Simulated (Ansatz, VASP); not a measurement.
# Two plane-wave programs on CdSe

```
Cd Se
1.0
     4.25204    0.00000    0.00000
    -2.12602    3.68238    0.00000
     0.00000    0.00000    6.93250
Cd Se
2 2
Direct
  0.33333 0.66667 0.00453
  0.66667 0.33333 0.50453
  0.33333 0.66667 0.38047
  0.66667 0.33333 0.88047
```

Alike in both runs: functional r2SCAN; k mesh 6 × 6 × 4; occupations fermi-dirac, width 0.02 eV; no spin polarisation.

Ansatz relaxed the structure, and its values are those at the end. VASP's run is a single point on that final structure, the one shown.

|  | VASP | Ansatz |
| --- | --- | --- |
| version | VASP 6.6.1 | Ansatz 0.2.0 |
| potentials or method | VASP PAW PBE potentials, release 64 (Cd, Se), cutoff 520 eV | PAW plane waves |
| valence electrons in the cell | 36 | 72 |

|  | VASP | Ansatz | Ansatz less VASP |
| --- | --- | --- | --- |
| gap on the k mesh at the Fermi level (eV) | 1.24 | 1.25 | +0.003 |
| pressure (GPa) | 4.0 | 3.7 | -0.32 |
| rms of the force components (eV/Å) | 0.004 | 0.003 | -0.0010 |

VASP's potentials were made for PBE, not for r2SCAN. VASP's potentials hold 36 valence electrons a cell and Ansatz's 72, so a difference there can come from the potentials and not from the codes. Ansatz's warnings: stress scf threshold loose.
